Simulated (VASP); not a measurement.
A run of VASP 6.6.1 is set up as follows.

File INCAR:

```
PREC = Accurate ; ENCUT = 520
EDIFF = 1E-7 ; ISMEAR = 0
SIGMA = 0.1 ; LREAL = F
LASPH = T ; NELM = 80
ALGO = Normal ; ISIF = 2
LWAVE = F ; LCHARG = T
LDIPOL = T ; IDIPOL = 3
DIPOL = 0.5 0.5 0.322 ; GGA = PE
IVDW = 12 ; LELF = T
LVHAR = T ; LVACPOTAV = T
NBANDS = 54
```

KPOINTS

```
Automatic mesh
0
Gamma
  6 6 1
```

Contents of POSCAR:

```
Mo6F
1.0
    4.4268425262      0.0000000000      0.0000000000
   -2.2134212631      3.8337580862      0.0000000000
    0.0000000000      0.0000000000     21.6689391331
Mo F
6 1
Direct
    0.6666666667      0.3333333333      0.1845960236
    0.3333333333      0.6666666667      0.2262974396
    0.0000000000      0.0000000000      0.2679988557
    0.6666666667      0.3333333333      0.3077476805
    0.3333333333      0.6666666667      0.3449667290
    0.0000000000      0.0000000000      0.3816033209
    0.0000000000      0.0000000000      0.5385099410
```

Potentials or basis: VASP PAW PBE potentials, release 64 (Mo_sv, F).

Run with:

```sh
$ cat potpaw_PBE.64/Mo_sv/POTCAR potpaw_PBE.64/F/POTCAR > POTCAR
$ mpirun -np 1 vasp_std > vasp.out
```

Task: Estimate the largest force.

Result: 1.976 eV/Å.

Task: Predict the dispersion energy per atom.

Result: -0.390 eV.

Forces on the atoms (eV/Å):
```
Mo   0.000  0.000  1.381
Mo   0.000  0.000 -0.137
Mo   0.000  0.000 -1.460
Mo   0.000  0.000 -0.417
Mo   0.000  0.000 -0.059
Mo   0.000  0.000  1.976
F    0.000  0.000 -1.284
```

Caveat: an odd number of electrons without spin polarisation forces a metal; a magnetic or distorted state may lie lower.
